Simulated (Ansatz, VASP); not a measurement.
# Two plane-wave programs on CaF2

```
Ca F
1.0
     0.00000    2.71038    2.71038
     2.71038    0.00000    2.71038
     2.71038    2.71038    0.00000
Ca F
1 2
Direct
  0.00000 0.00000 0.00000
  0.25000 0.25000 0.25000
  0.75000 0.75000 0.75000
```

Alike in both runs: task single point; functional PBEsol; k mesh 8 × 8 × 8; occupations gaussian, width 0.02 eV; non-collinear spin, spin-orbit coupling.

|  | VASP | Ansatz |
| --- | --- | --- |
| version | VASP 6.6.1 | Ansatz 0.2.0 |
| potentials or method | VASP PAW PBE potentials, release 64 (Ca_sv, F), cutoff 600 eV | plane waves, PAW |
| valence electrons in the cell | 24 | 24 |

```tsv
	VASP	Ansatz	Ansatz less VASP
pressure (GPa)	0.2	0.0	-0.25
net moment per atom (μB)	0.00	0.00	0.000
```

VASP's potentials were made for PBE, not for PBEsol.
